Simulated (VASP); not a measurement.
# Zn (P6_3/mmc) in VASP: a series of runs, part 2 of 2

VASP 6.6.1. Earlier steps stand in the parts before.

## Step 3: Single point, PBEsol

This run uses another cell than the first one, of 13.73 Å³/atom.

File INCAR:

```
SYSTEM = Zn
ALGO = Normal
EDIFF = 1E-7
ENCUT = 520
GGA = PS
ISIF = 2
ISMEAR = -1
LASPH = .True.
LCHARG = .False.
LREAL = .False.
LWAVE = .False.
NBANDS = 19
NELM = 80
PREC = Accurate
SIGMA = 0.1
```

File KPOINTS:

```
k-points
0
Gamma
  20 20 10
  0 0 0
```

File POSCAR:

```
Zn
1.0
    2.6233318956      0.0000000000      0.0000000000
   -1.3116659478      2.2718720642      0.0000000000
    0.0000000000      0.0000000000      4.6071001817
Zn
2
Direct
    0.3333333333      0.6666666667      0.2500000000
    0.6666666667      0.3333333333      0.7500000000
```

Potentials or basis: VASP PAW PBE potentials, release 64 (Zn).

The run is started by

```console
$ cat potpaw_PBE.64/Zn/POTCAR > POTCAR
$ mpirun -np 1 vasp_std > vasp.out
```

Run time: 2.9 min. Hardware: 1 thread of AMD EPYC 7R13, shared host; peak memory 0.2 GiB.

The run converged. Its results:

```
Free energy            : -3.1696 eV
Pressure               : 2.5 GPa
Band gap on the k mesh : zero (bands 12 and 13 overlap by 3.99 eV)
```

Stress tensor (GPa, compression positive):
```
2.58 0.00 0.00
0.00 2.58 0.00
0.00 0.00 2.39
```

Levels at points of the mesh, in eV from the Fermi level:
| k point | band 10 | band 11 | band 12 | band 13 | band 14 | band 15 |
| --- | --- | --- | --- | --- | --- | --- |
| (0.00, 0.00, 0.00) | -7.28 | -7.28 | -3.95 | -2.32 | 16.57 | 17.51 |
| (0.50, 0.00, 0.00) | -7.10 | -3.44 | -2.57 | 3.21 | 3.60 | 5.01 |
| (0.00, 0.00, 0.50) | -7.40 | -7.40 | -7.40 | 6.03 | 6.03 | 19.07 |
| (0.50, 0.00, 0.50) | -7.11 | -2.36 | -2.36 | 0.09 | 0.09 | 11.59 |

Caveat: the PAW data sets were made with another functional, which shifts forces and pressure a little.

## Step 4: Single point, PBEsol

This run uses another cell than the first one, of 13.87 Å³/atom.

File INCAR:

```
SYSTEM = Zn
PREC = Accurate
ENCUT = 520
EDIFF = 1E-6
ISMEAR = -1
SIGMA = 0.1
LREAL = .False.
LASPH = .True.
NELM = 60
ALGO = Normal
ISIF = 2
LWAVE = .False.
LCHARG = .False.
GGA = PS
NBANDS = 19
```

File KPOINTS:

```
regular mesh
0
Gamma
  20 20 10
  0 0 0
```

File POSCAR:

```
Zn
1.0
    2.6287120228      0.0000000000      0.0000000000
   -1.3143560114      2.2765313910      0.0000000000
    0.0000000000      0.0000000000      4.6362475361
Zn
2
Direct
    0.3333333333      0.6666666667      0.2500000000
    0.6666666667      0.3333333333      0.7500000000
```

The run is started by

```console
$ cat potpaw_PBE.64/Zn/POTCAR > POTCAR
$ mpirun -np 1 vasp_std > vasp.out
```

It took 2.5 min on 1 thread of AMD EPYC 7R13, shared host; peak memory 0.2 GiB.

The run converged. Its results:

```yaml
Free_energy: -3.1731 eV
Pressure: 1.5 GPa
Band_gap_on_the_k_mesh: zero (bands 12 and 13 overlap by 4.03 eV)
```

Stress tensor (GPa, compression positive):
```
1.61 0.00 0.00
0.00 1.61 0.00
0.00 0.00 1.38
```

Levels at points of the mesh, in eV from the Fermi level:
```
           k point  band 9  band 10  band 11  band 12  band 13  band 14  band 15  band 16
(0.00, 0.00, 0.00)   -7.56    -7.25    -7.25    -3.91    -2.38    16.31    17.48    17.48
(0.50, 0.00, 0.00)   -7.10    -7.07    -3.38    -2.53     3.16     3.59     4.92     5.98
(0.00, 0.00, 0.50)   -7.37    -7.37    -7.37    -7.37     5.90     5.90    19.01    19.01
(0.50, 0.00, 0.50)   -7.08    -7.08    -2.31    -2.31     0.09     0.09    11.46    11.46
```

Caveat: the PAW data sets were made with another functional, which shifts forces and pressure a little.

## Step 5: Single point, PBEsol

This run uses another cell than the first one, of 14.03 Å³/atom.

File INCAR:

```
ALGO = Normal
EDIFF = 1E-6
ENCUT = 520
GGA = PS
ISIF = 2
ISMEAR = -1
LASPH = T
LCHARG = T
LELF = T
LREAL = F
LVHAR = T
LWAVE = F
NBANDS = 19
NELM = 100
PREC = Accurate
SIGMA = 0.1
```

File KPOINTS:

```
k-points
0
Gamma
  20 20 10
```

File POSCAR:

```
Zn
1.0
    2.6354261662      0.0000000000      0.0000000000
   -1.3177130831      2.2823460098      0.0000000000
    0.0000000000      0.0000000000      4.6649985756
Zn
2
Direct
    0.3333333333      0.6666666667      0.2500000000
    0.6666666667      0.3333333333      0.7500000000
```

Potentials or basis: VASP PAW PBE potentials, release 64 (Zn).

The run is started by

```console
$ cat potpaw_PBE.64/Zn/POTCAR > POTCAR
$ mpirun -np 1 vasp_std > vasp.out
```

OUTCAR:

```text
EDIFF = 1E-6
   ENCUT = 520
   GGA = PS
   ISIF = 2
   ISMEAR = -1
   LASPH = T
   LREAL = F
   NELM = 100
   PREC = Accurate

 ion  position               nearest neighbor table
   1  0.333  0.667  0.250-   2 2.78   2 2.78   2 2.78   2 2.78   2 2.78   2 2.78
   2  0.667  0.333  0.750-   1 2.78   1 2.78   1 2.78   1 2.78   1 2.78   1 2.78

  LATTYP: Found a hexagonal cell.
 ALAT       =     2.6354261662
 C/A-ratio  =     1.7701116561

  Lattice vectors:

 A1 = (   2.6354261662,   0.0000000000,   0.0000000000)
 A2 = (  -1.3177130831,   2.2823460098,   0.0000000000)
 A3 = (   0.0000000000,   0.0000000000,   4.6649985756)

Analysis of symmetry for initial positions (statically):
=====================================================================
 Subroutine PRICEL returns:
 Original cell was already a primitive cell.

 Routine SETGRP: Setting up the symmetry group for a
 hexagonal supercell.

 Subroutine GETGRP returns: Found 24 space group operations
 (whereof 12 operations were pure point group operations)
[... 162 lines left out ...]
  free energy    TOTEN  =        -3.17497666 eV

  energy without entropy =       -3.16192291  energy(sigma->0) =       -3.16844979

 E-fermi :   3.5813     XC(G=0): -12.1396

 val. band max:        3.5613756267   @ k =   0.3500   0.0000   0.0000
 cond. band min:       3.6205029224   @ k =   0.4000   0.0000   0.0000
 fundamental gap:      0.0591272957
 Fermi energy:         3.5812816550

 k-point     1 :       0.0000    0.0000    0.0000
  band No.  band energies     occupation
      1      -7.5357      2.00000
      2      -5.3400      2.00000
      3      -4.5083      2.00000
      4      -4.3141      2.00000
      5      -4.3141      2.00000
      6      -4.2403      2.00000
[... 505 lines left out ...]
      6      -4.2467      2.00000
[... 11 lines left out ...]
     18      18.9041      0.00000
     19      19.6450      0.00000

 [... further k-points ...]

------------------------ aborting loop because EDIFF is reached ----------------------------------------

  FORCE on cell =-STRESS in cart. coord.  units (eV):
  Direction    XX          YY          ZZ          XY          YZ          ZX
  --------------------------------------------------------------------------------------
  -------------------------------------------------------------------------------------
  Total        0.0964365      0.0964365      0.0688152     -0.0000000      0.0000000      0.0000000
  in kB        5.5064079      5.5064079      3.9292617     -0.0000000      0.0000000      0.0000000
  external PRESSURE =       4.9806925 kB  Pullay stress =       0.0000000 kB

 VOLUME and BASIS-vectors are now :
 -----------------------------------------------------------------------------
  energy-cutoff  :      520.00
  volume of cell :       28.06
      direct lattice vectors                 reciprocal lattice vectors
     2.635426166  0.000000000  0.000000000     0.379445273  0.219072830  0.000000000
    -1.317713083  2.282346010  0.000000000     0.000000000  0.438145661  0.000000000
     0.000000000  0.000000000  4.664998576     0.000000000  0.000000000  0.214362338

 POSITION                                       TOTAL-FORCE (eV/Angst)
 -----------------------------------------------------------------------------------
     -0.00000      1.52156      1.16625        -0.000000     -0.000000      0.000000
      1.31771      0.76078      3.49875         0.000000      0.000000      0.000000
 -----------------------------------------------------------------------------------
    total drift:                                0.000000     -0.000000      0.000000

  FREE ENERGIE OF THE ION-ELECTRON SYSTEM (eV)
  ---------------------------------------------------
  free  energy   TOTEN  =        -3.1749766566 eV

  energy  without entropy=       -3.1619229148  energy(sigma->0) =       -3.16844979
```

It took 2.8 min on 1 thread of AMD EPYC 7R13, shared host; peak memory 0.2 GiB.

Results:

```yaml
Free_energy: -3.1750 eV
Pressure: 0.5 GPa
Band_gap_on_the_k_mesh: zero (bands 12 and 13 overlap by 4.06 eV)
```

Stress tensor (GPa, compression positive):
```
0.55 0.00 0.00
0.00 0.55 0.00
0.00 0.00 0.39
```

Caveat: the PAW data sets were made with another functional, which shifts forces and pressure a little.

## Step 6: Overview

| cell | gap on the mesh (eV) | pressure (GPa) |
| --- | --- | --- |
| a = 2.611, b = 2.611, c = 4.561 Å, angles 90.0, 90.0, 120.0°, 2 atoms | none | 4.5 |
| a = 2.623, b = 2.623, c = 4.607 Å, angles 90.0, 90.0, 120.0°, 2 atoms | none | 2.5 |
| a = 2.629, b = 2.629, c = 4.636 Å, angles 90.0, 90.0, 120.0°, 2 atoms | none | 1.5 |
| a = 2.635, b = 2.635, c = 4.665 Å, angles 90.0, 90.0, 120.0°, 2 atoms | none | 0.5 |

Alike in all rows: task single point; level PBEsol; potentials or basis VASP PAW PBE potentials, release 64 (Zn); no spin polarisation; k mesh 20 × 20 × 10; cutoff (eV) 520; smearing fermi-dirac 0.1 eV.

Caveats: the PAW data sets were made with another functional, which shifts forces and pressure a little; the cell stands under pressure (at least some runs).

Total energies depend on the potentials used, so only differences within one code and one set of settings carry meaning.

The gap in the log of VASP goes by the Fermi energy; the results here count the filled bands.